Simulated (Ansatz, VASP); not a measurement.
## SnO2: VASP beside Ansatz

Contents of POSCAR:

```
SnO2
1.0
    4.9744262188      0.0000000000      0.0000000000
    0.0000000000      4.9744262188      0.0000000000
    0.0000000000      0.0000000000      3.2005650988
Sn O
2 4
Direct
    0.0000000000      0.0000000000      0.0000000000
    0.5000000000      0.5000000000      0.5000000000
    0.3058934984      0.3058934984      0.0000000000
    0.1941065016      0.8058934984      0.5000000000
    0.6941065016      0.6941065016      0.0000000000
    0.8058934984      0.1941065016      0.5000000000
```

The input INCAR.step1:

```
PREC = Accurate
ENCUT = 520
ISMEAR = 0
SIGMA = 0.05
LREAL = False
LASPH = True
NELM = 60
NBANDS = 35
GGA = PE
ALGO = Normal
EDIFF = 1E-4
LWAVE = True
LCHARG = False
```

The input INCAR.step2:

```
PREC = Accurate
ENCUT = 520
EDIFF = 1E-6
ISMEAR = 0
SIGMA = 0.05
LREAL = False
LASPH = True
NELM = 60
ALGO = Normal
ISIF = 2
LWAVE = False
LCHARG = False
METAGGA = R2SCAN
LMIXTAU = True
NBANDS = 35
ISTART = 1
```

File KPOINTS:

```
Automatic mesh
0
Gamma
  6 6 8
```

Input for Ansatz:

```yaml
crystal:
  lattice:
    - [4.974426221, 0.0, 0.0]
    - [0.0, 4.974426221, 0.0]
    - [0.0, 0.0, 3.2005650981]
  atoms:
    - { symbol: Sn, position: [0.0, 0.0, 0.0] }
    - { symbol: Sn, position: [0.5, 0.5, 0.5] }
    - { symbol: O, position: [0.3058934983, 0.3058934983, 0.0] }
    - { symbol: O, position: [0.1941065017, 0.8058934983, 0.5] }
    - { symbol: O, position: [0.6941065017, 0.6941065017, 0.0] }
    - { symbol: O, position: [0.8058934983, 0.1941065017, 0.5] }
basis:
  ecutwfc: 500
kpoints:
  mp_grid: { grid: [6, 6, 8] }
hamiltonian:
  xc: r2scan
scf:
  occupations: { method: gaussian, width: 0.05 }
output:
  forces: true
  stress: true
  eigenvalues: true
```

Change from the starting cell: strain +0.0450 x Voigt [1, 1, 0, 0, 0, 0], atoms carried along.

Alike in both runs: task single point; functional r2SCAN; k mesh 6 × 6 × 8; occupations gaussian, width 0.05 eV; no spin polarisation.

|  | VASP | Ansatz |
| --- | --- | --- |
| version | VASP 6.6.1 | Ansatz 0.2.0 |
| potentials or method | VASP PAW PBE potentials, release 64 (Sn_d, O), cutoff 520 eV | scalar-relativistic, plane waves, PAW |
| valence electrons in the cell | 52 | 52 |

|  | VASP | Ansatz | Ansatz less VASP |
| --- | --- | --- | --- |
| gap on the k mesh at the Fermi level (eV) | 0.96 | 0.95 | -0.011 |
| least direct gap on the mesh (eV) | 0.96 | 0.95 | -0.011 |
| pressure (GPa) | -13.1 | -13.9 | -0.78 |
| traceless stress, the component that is largest in VASP (GPa) | 3.13 | 2.74 | -0.394 |
| rms of the force components (eV/Å) | 0.140 | 0.159 | +0.0195 |

VASP's potentials were made for PBE, not for r2SCAN. Atom by atom the forces differ by 0.019 eV/Å (rms over components).
